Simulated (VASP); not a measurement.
# FeO (I4/mmm) in VASP: further runs

Runs on FeO. Level: PBEsol. Tasks: single point.

Everything below comes from runs of VASP 6.6.1. Logs are shortened: lines on timing, memory, paths and dates and some standing lists are left out, and cuts for length are marked.

## Step 1: The cell of the first run

The structure is tetragonal, space group I4/mmm (No. 139). Conventional cell: a = 3.204 Å, b = 3.204 Å, c = 4.167 Å, α = 90.00°, β = 90.00°, γ = 90.00°. Within 2.8 Å of Fe (site symmetry 4/mmm) lie 6 O at 2.08 to 2.27 Å. Within 2.8 Å of O (site symmetry 4/mmm) lie 6 Fe at 2.08 to 2.27 Å.

## Step 2: Single point, PBEsol, collinear spin, ferromagnetic start

INCAR reads:

```
ALGO = Normal
EDIFF = 1E-6
ENCUT = 520
GGA = PS
ISIF = 2
ISMEAR = -1
ISPIN = 2
LASPH = True
LCHARG = False
LMAXMIX = 4
LORBIT = 11
LREAL = False
LWAVE = False
MAGMOM = 1.5 0
NBANDS = 18
NELM = 150
NUPDOWN = 1.5
PREC = Accurate
SIGMA = 0.05
```

KPOINTS reads:

```
k-points
0
Gamma
  10 10 10
```

POSCAR reads:

```
FeO
1.0
   -1.6021034130      1.6021034130      2.0833922500
    1.6021034130     -1.6021034130      2.0833922500
    1.6021034130      1.6021034130     -2.0833922500
Fe O
1 1
Direct
    0.0000000000      0.0000000000      0.0000000000
    0.5000000000      0.5000000000      0.0000000000
```

Potentials or basis: VASP PAW PBE potentials, release 64 (Fe, O).

Command:

```sh
> cat potpaw_PBE.64/Fe/POTCAR potpaw_PBE.64/O/POTCAR > POTCAR
> mpirun -np 1 vasp_std > vasp.out
```

OUTCAR:

```text
EDIFF = 1E-6
   ENCUT = 520
   GGA = PS
   ISIF = 2
   ISMEAR = -1
   ISPIN = 2
   LASPH = True
   LORBIT = 11
   LREAL = False
   NELM = 150
   NUPDOWN = 1.5
   PREC = Accurate

 ion  position               nearest neighbor table
   1  0.000  0.000  0.000-   2 2.08   2 2.08   2 2.27   2 2.27   2 2.27   2 2.27
   2  0.500  0.500  0.000-   1 2.08   1 2.08   1 2.27   1 2.27   1 2.27   1 2.27

  LATTYP: Found a body centered tetragonal cell.
 ALAT       =     3.2042068260
 C/A-ratio  =     1.3004105934

  Lattice vectors:

 A1 = (  -1.6021034130,   1.6021034130,   2.0833922500)
 A2 = (   1.6021034130,  -1.6021034130,   2.0833922500)
 A3 = (   1.6021034130,   1.6021034130,  -2.0833922500)

Analysis of symmetry for initial positions (statically):
=====================================================================
 Subroutine PRICEL returns:
 Original cell was already a primitive cell.

 Routine SETGRP: Setting up the symmetry group for a
 body centered tetragonal supercell.

 Subroutine GETGRP returns: Found 16 space group operations
 (whereof 16 operations were pure point group operations)
 out of a pool of 16 trial point group operations.

The static configuration has the point symmetry D_4h.

Analysis of symmetry for dynamics (positions and initial velocities):
=====================================================================
 Subroutine PRICEL returns:
 Original cell was already a primitive cell.

 Routine SETGRP: Setting up the symmetry group for a
 body centered tetragonal supercell.

 Subroutine GETGRP returns: Found 16 space group operations
 (whereof 16 operations were pure point group operations)
 out of a pool of 16 trial point group operations.

The dynamic configuration has the point symmetry D_4h.

Analysis of structural, dynamic, and magnetic symmetry:
=====================================================================
 Subroutine PRICEL returns:
 Original cell was already a primitive cell.

 Routine SETGRP: Setting up the symmetry group for a
 body centered tetragonal supercell.

 Subroutine GETGRP returns: Found 16 space group operations
 (whereof 16 operations were pure point group operations)
 out of a pool of 16 trial point group operations.

The overall configuration has the point symmetry D_4h.

 Subroutine INISYM returns: Found 16 space group operations
 (whereof 16 operations are pure point group operations),
 and found     1 'primitive' translations

[... 114 lines left out ...]
     AMIX_MAG =   1.60;   BMIX_MAG =  1.00
  volume/ion in A,a.u.               =      10.70        72.17
  Fermi-wavevector in a.u.,A,eV,Ry     =   1.421391  2.686039 27.488551  2.020352
  Thomas-Fermi vector in A             =   2.542205
   LORBIT       =     11    0 simple, 1 ext, 2 COOP (PROOUT), +10 PAW based schemes
   GGA     = PS    functional components
   LHFCALC =     F    Hartree Fock is set to
   AEXX    =    0.0000 exact exchange contribution
   IVDW    =     0    specifies the selected vdW correction
   LEPSILON=     F    determine dielectric tensor
   LRPA    =     F    only Hartree local field effects (RPA)
 spin polarized calculation
  energy-cutoff  :      520.00
  volume of cell :       21.39
 maximum number of plane-waves:       588
   NGX = 11   NGY = 11   NGZ = 11

 number of electron      14.0000002 magnetization       1.5000001

 Free energy of the ion-electron system (eV)
  ---------------------------------------------------
  ext. energy  EPLUGINS =         0.00000000
  ---------------------------------------------------
  free energy    TOTEN  =       -14.53303605 eV

  energy without entropy =      -14.48948951  energy(sigma->0) =      -14.51126278

 E-fermi :   5.1722     XC(G=0): -12.0974

 val. band max:        5.1704737691   @ k =  -0.4000   0.5000   0.1000
 cond. band min:       4.2938033836   @ k =  -0.3000  -0.4000   0.3000
 fundamental gap:     -0.8766703855
 Fermi energy:         4.2898175593

 spin component 1

 k-point     1 :       0.0000    0.0000    0.0000
  band No.  band energies     occupation
      1     -15.2129      1.00000
      2       1.1161      1.00000
      3       1.3857      1.00000
      4       1.3857      1.00000
      5       2.6093      1.00000
      6       2.6093      1.00000
[... 493 lines left out ...]
     17      31.3750      0.00000
     18      33.4057      0.00000

 [... further k-points ...]

 spin component 2

 k-point     1 :       0.0000    0.0000    0.0000
  band No.  band energies     occupation
      1     -15.2072      1.00000
      2       1.0903      1.00000
      3       1.3816      1.00000
      4       1.3816      1.00000
      5       4.0536      1.00000
      6       4.0536      1.00000
[... 493 lines left out ...]
     17      31.6260      0.00000
     18      33.6324      0.00000

 [... further k-points ...]

------------------------ aborting loop because EDIFF is reached ----------------------------------------

  FORCE on cell =-STRESS in cart. coord.  units (eV):
  Direction    XX          YY          ZZ          XY          YZ          ZX
  --------------------------------------------------------------------------------------
  -------------------------------------------------------------------------------------
  Total       -4.4152480     -4.4152480     -4.8313769      0.0000000      0.0000000      0.0000000
  in kB     -330.7147480   -330.7147480   -361.8839913      0.0000000      0.0000000      0.0000000
  external PRESSURE =    -341.1044958 kB  Pullay stress =       0.0000000 kB

 VOLUME and BASIS-vectors are now :
 -----------------------------------------------------------------------------
  energy-cutoff  :      520.00
  volume of cell :       21.39
      direct lattice vectors                 reciprocal lattice vectors
    -1.602103413  1.602103413  2.083392250     0.000000000  0.312089717  0.239993213
     1.602103413 -1.602103413  2.083392250     0.312089717  0.000000000  0.239993213
     1.602103413  1.602103413 -2.083392250     0.312089717  0.312089717  0.000000000

 POSITION                                       TOTAL-FORCE (eV/Angst)
 -----------------------------------------------------------------------------------
      0.00000      0.00000      0.00000         0.000000      0.000000      0.000000
      0.00000      0.00000      2.08339        -0.000000     -0.000000      0.000000
 -----------------------------------------------------------------------------------
    total drift:                               -0.000000      0.000000     -0.000000

  FREE ENERGIE OF THE ION-ELECTRON SYSTEM (eV)
  ---------------------------------------------------
  free  energy   TOTEN  =       -14.5330360474 eV

  energy  without entropy=      -14.4894895061  energy(sigma->0) =      -14.51126278

 total charge

# of ion       s       p       d       tot
------------------------------------------
    1        0.259   0.297   6.222   6.778
    2        1.559   3.311   0.000   4.870
--------------------------------------------------
tot          1.818   3.608   6.222  11.647

 magnetization (x)

# of ion       s       p       d       tot
------------------------------------------
    1        0.009   0.004   1.490   1.503
    2        0.006  -0.018   0.000  -0.012
--------------------------------------------------
tot          0.015  -0.014   1.490   1.491
```

stdout:

```text
POSCAR found type information on POSCAR FeO
 POSCAR found :  2 types and       2 ions
 scaLAPACK will be used
 -----------------------------------------------------------------------------
|                                                                             |
|                                                                             |
|     You enforced a specific xc type in the INCAR file but a different       |
|     I HOPE YOU KNOW WHAT YOU ARE DOING!                                     |
|                                                                             |
 -----------------------------------------------------------------------------

 LDA part: xc-table for (Slater+PW92), standard interpolation
 POSCAR, INCAR and KPOINTS ok, starting setup
 FFT: planning ... GRIDC
 FFT: planning ... GRID_SOFT
 FFT: planning ... GRID
 WAVECAR not read
 entering main loop
```

Wall time 34 s (1 thread of Intel Xeon 6975P-C (Granite Rapids), shared host); peak memory 0.19 GiB.

What came out:

| Item | Value |
| --- | --- |
| Free energy | -14.5330 eV |
| Pressure | -34.1 GPa |
| Net moment | 1.50 μB per cell |
| Site moments | Fe +1.50; O -0.01 μB |
| Valence electrons inside the program's atomic spheres | Fe 6.78; O 4.87 |

Caveat: the cell stands under tension; the PAW data sets were made with another functional, which shifts forces and pressure a little; the total moment is fixed, so each spin has its own Fermi level; a cell with one magnetic atom can't hold antiferromagnetic order, which such compounds often take.

## Step 3: Single point, PBEsol, collinear spin, ferromagnetic start

INCAR reads:

```
PREC     = Accurate       # precision mode
ENCUT    = 520            # plane-wave cutoff, eV
EDIFF    = 1E-6           # SCF threshold, eV
ISMEAR   = -1             # smearing method
SIGMA    = 0.05           # smearing width, eV
LREAL    = False          # projectors in reciprocal space
LASPH    = True           # aspherical terms in the spheres
NELM     = 150            # most SCF steps
ALGO     = Normal         # electronic algorithm
ISIF     = 2              # what is computed and relaxed
LWAVE    = False          # write WAVECAR
LCHARG   = False          # write CHGCAR
ISPIN    = 2              # spin polarisation
MAGMOM   = 2.2 0          # initial moments
LORBIT   = 11             # projections on sites
NUPDOWN  = 2.2            # fixed moment
LMAXMIX  = 4              # l up to which the mixer works
GGA      = PS             # functional
NBANDS   = 18             # bands
```

KPOINTS reads:

```
regular mesh
0
Gamma
  10 10 10
```

POSCAR is that of step 2.

Potentials or basis: VASP PAW PBE potentials, release 64 (Fe, O).

Command:

```sh
> cat potpaw_PBE.64/Fe/POTCAR potpaw_PBE.64/O/POTCAR > POTCAR
> mpirun -np 1 vasp_std > vasp.out
```

It took 32 s on 1 thread of Intel Xeon 6975P-C (Granite Rapids), shared host; peak memory 0.19 GiB.

It converged, with:

```yaml
Free_energy: -14.8916 eV
Pressure: -30.9 GPa
Net_moment: 2.20 μB per cell
Site_moments: Fe +2.18; O -0.01 μB
Valence_electrons_inside_the_program's_atomic_spheres: Fe 6.76; O 4.88
```

Stress tensor (GPa, compression positive):
```
-30.26   0.00   0.00
  0.00 -30.26   0.00
  0.00   0.00 -32.16
```

Caveat: the cell stands under tension; the PAW data sets were made with another functional, which shifts forces and pressure a little; the total moment is fixed, so each spin has its own Fermi level; a cell with one magnetic atom can't hold antiferromagnetic order, which such compounds often take.

(Continued in part 2 of 2.)
